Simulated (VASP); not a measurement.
# Bi (Im-3m) in VASP: further runs

Runs on Bi. Level: PBEsol. Tasks: single point.

Everything below comes from runs of VASP 6.6.1. Logs are shortened: lines on timing, memory, paths and dates and some standing lists are left out, and cuts for length are marked.

**1. The cell of the first run**

The structure is cubic, space group Im-3m (No. 229). Conventional cell: a = 2.962 Å, b = 2.962 Å, c = 2.962 Å, α = 90.00°, β = 90.00°, γ = 90.00°. Bi (site symmetry m-3m) has 14 Bi at 2.56 to 2.96 Å within 3.4 Å.

**2. Single point, PBEsol**

The input, INCAR:

```
PREC = Accurate
ENCUT = 520
EDIFF = 1E-6
ISMEAR = -1
SIGMA = 0.08
LREAL = False
LASPH = True
NELM = 100
ALGO = Normal
ISIF = 2
LWAVE = False
LCHARG = False
GGA = PS
NBANDS = 14
```

The input, KPOINTS:

```
regular mesh
0
Gamma
  18 18 18
```

The input, POSCAR:

```
Bi
1.0
   -1.4807569890      1.4807569890      1.4807569890
    1.4807569890     -1.4807569890      1.4807569890
    1.4807569890      1.4807569890     -1.4807569890
Bi
1
Direct
    0.0000000000      0.0000000000      0.0000000000
```

Potentials or basis: VASP PAW PBE potentials, release 64 (Bi_d).

The run is started by

```sh
> cat potpaw_PBE.64/Bi_d/POTCAR > POTCAR
> mpirun -np 1 vasp_std > vasp.out
```

OUTCAR:

```text
PREC = Accurate
   ENCUT = 520
   EDIFF = 1E-6
   ISMEAR = -1
   LREAL = False
   LASPH = True
   NELM = 100
   ISIF = 2
   GGA = PS

 ion  position               nearest neighbor table
   1  0.000  0.000  0.000-

  LATTYP: Found a body centered cubic cell.
 ALAT       =     2.9615139780

  Lattice vectors:

 A1 = (  -1.4807569890,   1.4807569890,   1.4807569890)
 A2 = (   1.4807569890,  -1.4807569890,   1.4807569890)
 A3 = (   1.4807569890,   1.4807569890,  -1.4807569890)

Analysis of symmetry for initial positions (statically):
=====================================================================
 Subroutine PRICEL returns:
 Original cell was already a primitive cell.

 Routine SETGRP: Setting up the symmetry group for a
 body centered cubic supercell.

 Subroutine GETGRP returns: Found 48 space group operations
 (whereof 48 operations were pure point group operations)
 out of a pool of 48 trial point group operations.

The static configuration has the point symmetry O_h .

Analysis of symmetry for dynamics (positions and initial velocities):
=====================================================================
 Subroutine PRICEL returns:
 Original cell was already a primitive cell.

 Routine SETGRP: Setting up the symmetry group for a
 body centered cubic supercell.

 Subroutine GETGRP returns: Found 48 space group operations
 (whereof 48 operations were pure point group operations)
 out of a pool of 48 trial point group operations.

The dynamic configuration has the point symmetry O_h .

 Subroutine INISYM returns: Found 48 space group operations
 (whereof 48 operations are pure point group operations),
 and found     1 'primitive' translations

----------------------------------------------------------------------------------------

                                     Primitive cell

  volume of cell :      12.9871

  direct lattice vectors                    reciprocal lattice vectors
    -1.480756989  1.480756989  1.480756989     0.000000000  0.337665129  0.337665129
     1.480756989 -1.480756989  1.480756989     0.337665129  0.000000000  0.337665129
     1.480756989  1.480756989 -1.480756989     0.337665129  0.337665129  0.000000000

  length of vectors
     2.564746339  2.564746339  2.564746339     0.477530605  0.477530605  0.477530605

  position of ions in fractional coordinates (direct lattice)
     0.000000000  0.000000000  0.000000000

[... 81 lines left out ...]
   ISIF   =      2    stress and relaxation
   ISYM   =      2    0-nonsym 1-usesym 2-fastsym
   POTIM  = 0.5000    time-step for ionic-motion
   TEBEG  =    0.0;   TEEND  =   0.0 temperature during run
   PSTRESS=    0.0 pullay stress
   NELECT =      15.0000    total number of electrons
   NUPDOWN=      -1.0000    fix difference up-down
   EMIN   =  10.00;   EMAX   =-10.00  energy-range for DOS
   EFERMI =   0.00;   METHOD = LEGACY
   ISMEAR =    -1;   SIGMA  =   0.08  broadening in eV -4-tet -1-fermi 0-gaus
   EFERMI_NEDOS =   21; number of points for ismear=-14 and -15
   IALGO  =     38    algorithm
   IMIX   =      4    mixing-type and parameters
     AMIX     =   0.40;   BMIX     =  1.00
     AMIX_MAG =   1.60;   BMIX_MAG =  1.00
  volume/ion in A,a.u.               =      12.99        87.64
  Fermi-wavevector in a.u.,A,eV,Ry     =   1.717650  3.245889 40.141584  2.950323
  Thomas-Fermi vector in A             =   2.794611
   LORBIT       =      0    0 simple, 1 ext, 2 COOP (PROOUT), +10 PAW based schemes
   GGA     = PS    functional components
   LHFCALC =     F    Hartree Fock is set to
   AEXX    =    0.0000 exact exchange contribution
   IVDW    =     0    specifies the selected vdW correction
   LEPSILON=     F    determine dielectric tensor
   LRPA    =     F    only Hartree local field effects (RPA)
 non-spin polarized calculation
  energy-cutoff  :      520.00
  volume of cell :       12.99
 maximum number of plane-waves:       370
   NGX =  9   NGY =  9   NGZ =  9

 number of electron      14.9999993 magnetization

 Free energy of the ion-electron system (eV)
  ---------------------------------------------------
  ext. energy  EPLUGINS =         0.00000000
  ---------------------------------------------------
  free energy    TOTEN  =         4.44140260 eV

  energy without entropy =        4.44816498  energy(sigma->0) =        4.44478379

 E-fermi :  25.1911     XC(G=0): -15.3458

 val. band max:       25.1823761882   @ k =   0.3333   0.1111   0.0556
 cond. band min:      25.2273813463   @ k =  -0.2778   0.2778   0.2222
 fundamental gap:      0.0450051581
 Fermi energy:        25.1911142896

 k-point     1 :       0.0000    0.0000    0.0000
  band No.  band energies     occupation
      1      -1.3939      2.00000
      2      -1.3939      2.00000
      3      -1.3939      2.00000
      4       0.0906      2.00000
      5       0.0906      2.00000
      6       0.4488      2.00000
      7      32.7862      0.00000
      8      32.7862      0.00000
      9      32.7862      0.00000
     10      39.8314      0.00000
     11      39.8314      0.00000
     12      39.8314      0.00000
     13      42.3483      0.00000
     14      42.3483      0.00000
[... 377 lines left out ...]
      1      -2.0039      2.00000
      2      -1.8285      2.00000
      3      -0.0458      2.00000
      4       0.0396      2.00000
      5       0.8183      2.00000
      6      10.3110      2.00000
      7      15.2231      2.00000
      8      25.6700      0.00501
      9      28.2787      0.00000
     10      36.3042      0.00000
     11      38.8765      0.00000
     12      39.3450      0.00000
     13      45.2340      0.00000
     14      48.5617      0.00000

 [... further k-points ...]

------------------------ aborting loop because EDIFF is reached ----------------------------------------

  FORCE on cell =-STRESS in cart. coord.  units (eV):
  Direction    XX          YY          ZZ          XY          YZ          ZX
  --------------------------------------------------------------------------------------
  -------------------------------------------------------------------------------------
  Total       29.1970959     29.1970959     29.1970959      0.0000000     -0.0000000     -0.0000000
  in kB     3601.9599070   3601.9599070   3601.9599070      0.0000000     -0.0000000     -0.0000000
  external PRESSURE =    3601.9599070 kB  Pullay stress =       0.0000000 kB

 VOLUME and BASIS-vectors are now :
 -----------------------------------------------------------------------------
  energy-cutoff  :      520.00
  volume of cell :       12.99
      direct lattice vectors                 reciprocal lattice vectors
    -1.480756989  1.480756989  1.480756989     0.000000000  0.337665129  0.337665129
     1.480756989 -1.480756989  1.480756989     0.337665129  0.000000000  0.337665129
     1.480756989  1.480756989 -1.480756989     0.337665129  0.337665129  0.000000000

 POSITION                                       TOTAL-FORCE (eV/Angst)
 -----------------------------------------------------------------------------------
      0.00000      0.00000      0.00000         0.000000     -0.000000      0.000000
 -----------------------------------------------------------------------------------
    total drift:                                0.000000      0.000000      0.000000

  FREE ENERGIE OF THE ION-ELECTRON SYSTEM (eV)
  ---------------------------------------------------
  free  energy   TOTEN  =         4.4414025967 eV

  energy  without entropy=        4.4481649806  energy(sigma->0) =        4.44478379
```

OSZICAR:

```text
N       E                     dE             d eps       ncg     rms          rms(c)
DAV:   1     0.113923333193E+03    0.11392E+03   -0.72958E+03  5790   0.160E+03
DAV:   2     0.875783821503E+01   -0.10517E+03   -0.10062E+03  6024   0.363E+02
DAV:   3     0.423626654066E+01   -0.45216E+01   -0.44937E+01  6810   0.722E+01
DAV:   4     0.417073504924E+01   -0.65531E-01   -0.65514E-01  6662   0.830E+00
DAV:   5     0.416893538050E+01   -0.17997E-02   -0.17996E-02  7194   0.131E+00    0.267E+00
DAV:   6     0.434207634846E+01    0.17314E+00   -0.25111E-02  8200   0.294E+00    0.148E+00
DAV:   7     0.444005298288E+01    0.97977E-01   -0.38709E-02  8238   0.309E+00    0.120E-01
DAV:   8     0.444135743740E+01    0.13045E-02   -0.15108E-03  7340   0.627E-01    0.173E-02
DAV:   9     0.444137612546E+01    0.18688E-04   -0.59171E-05  7084   0.167E-01    0.134E-02
DAV:  10     0.444140251933E+01    0.26394E-04   -0.76896E-06  7220   0.422E-02    0.147E-03
DAV:  11     0.444140259666E+01    0.77331E-07   -0.26113E-07  4164   0.565E-03
   1 F= 0.44414026E+01 E0= 0.44447838E+01  d E =-.676238E-02
```

It took 23 s on 1 thread of Intel Xeon Platinum 8259CL at 2.50GHz (Skylake/Cascade Lake), shared host; peak memory 0.15 GiB.

What came out:

```
Free energy : 4.4414 eV
Pressure    : 360.2 GPa
```

Caveat: the PAW data sets were made with another functional, which shifts forces and pressure a little; spin-orbit coupling is left out, which moves the levels of the heavy elements.

**3. Single point, PBEsol**

INCAR is that of step 2.

The input, KPOINTS:

```
Automatic mesh
0
Gamma
  18 18 18
```

The input, POSCAR:

```
Bi
1.0
   -1.4805832735      1.4805832735      1.4805832735
    1.4805832735     -1.4805832735      1.4805832735
    1.4805832735      1.4805832735     -1.4805832735
Bi
1
Direct
    0.0000000000      0.0000000000      0.0000000000
```

Potentials or basis: VASP PAW PBE potentials, release 64 (Bi_d).

The run is started by

```sh
> cat potpaw_PBE.64/Bi_d/POTCAR > POTCAR
> mpirun -np 1 vasp_std > vasp.out
```

Wall time 24 s (1 thread of Intel Xeon Platinum 8259CL at 2.50GHz (Skylake/Cascade Lake), shared host); peak memory 0.15 GiB.

The run converged. Its results:

- Free energy: 4.4517 eV
- Pressure: 360.6 GPa

Levels at points of the mesh, in eV from the Fermi level:
```
           k point  band 6  band 7  band 8  band 9  band 10  band 11
(0.00, 0.00, 0.00)  -24.75    7.59    7.59    7.59    14.65    14.65
(0.50, 0.00, 0.00)  -13.29  -12.58    2.57    2.94    11.40    11.43
(0.50, 0.50, 0.50)   -5.54   -5.54   -5.54   -3.63     3.39     3.39
```

Caveat: the PAW data sets were made with another functional, which shifts forces and pressure a little; spin-orbit coupling is left out, which moves the levels of the heavy elements.
